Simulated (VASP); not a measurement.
# Cr3Co: single point with LDA

The system is Cr3Co.

```
Co Cr
1.0
     2.48229    4.29944    0.00000
    -2.48229    4.29944    0.00000
     0.00000    0.00000    3.98484
Co Cr
2 6
Cartesian
  -0.0002 2.8664 0.9962
  -0.0002 5.7324 2.9886
  0.0000 7.1629 0.9962
  -1.2387 3.5814 2.9886
  -1.2387 5.0175 0.9962
  0.0000 1.4360 2.9886
  1.2387 5.0175 0.9962
  1.2387 3.5814 2.9886
```

```yaml
Program: VASP 6.6.1
Task: single point
Functional: LDA
Potentials_or_basis: VASP PAW LDA potentials, release 64 (Co, Cr_pv)
Cutoff: 520 eV
k_mesh: 6 × 6 × 8
Occupations: methfessel-paxton, width 0.1017 eV
Spin: no spin polarisation
```

| Quantity | Value |
| --- | --- |
| Pressure | -0.1 GPa |
| Largest force | 0.170 eV/Å |
| Band gap on the k mesh | zero (bands 45 and 46 overlap by 1.11 eV) |

Forces on the atoms (eV/Å):
```
Co   0.002 -0.002  0.000
Co   0.002  0.002  0.000
Cr  -0.002  0.169  0.000
Cr  -0.148  0.083  0.000
Cr  -0.148 -0.083  0.000
Cr  -0.002 -0.169  0.000
Cr   0.147 -0.085  0.000
Cr   0.147  0.085  0.000
```

Stress tensor (GPa, compression positive):
```
 0.02  0.00  0.00
 0.00  0.02  0.00
 0.00  0.00 -0.36
```

Levels at points of the mesh, in eV from the Fermi level:
```
           k point  band 41  band 42  band 43  band 44  band 45  band 46  band 47  band 48  band 49  band 50
(0.00, 0.00, 0.00)    -0.51    -0.51    -0.49    -0.49     0.03     0.03     0.08     0.08     1.12     1.96
(0.50, 0.00, 0.00)    -0.66    -0.46    -0.44    -0.24    -0.19    -0.12     0.25     0.54     0.55     0.72
(0.50, 0.50, 0.00)    -0.66    -0.46    -0.44    -0.24    -0.19    -0.12     0.25     0.54     0.55     0.72
(0.00, 0.00, 0.50)    -0.13    -0.13     0.71     0.71     0.89     0.89     1.35     1.35     1.35     1.35
(0.50, 0.00, 0.50)    -0.83    -0.83    -0.43    -0.43    -0.06    -0.06     0.13     0.13     0.55     0.55
(0.50, 0.50, 0.50)    -0.83    -0.83    -0.43    -0.43    -0.06    -0.06     0.13     0.13     0.55     0.55
```

Wall time 6.1 min on 1 thread of Intel(R) Xeon(R) Platinum 8375C CPU @ 2.90GHz (Ice Lake), with other jobs on the host, peak memory 0.33 GiB.

Caveat: the run has no spin polarisation, though such a crystal can be magnetic. Spin polarisation is off, so any magnetic state and its effect on volume and gap are missing.
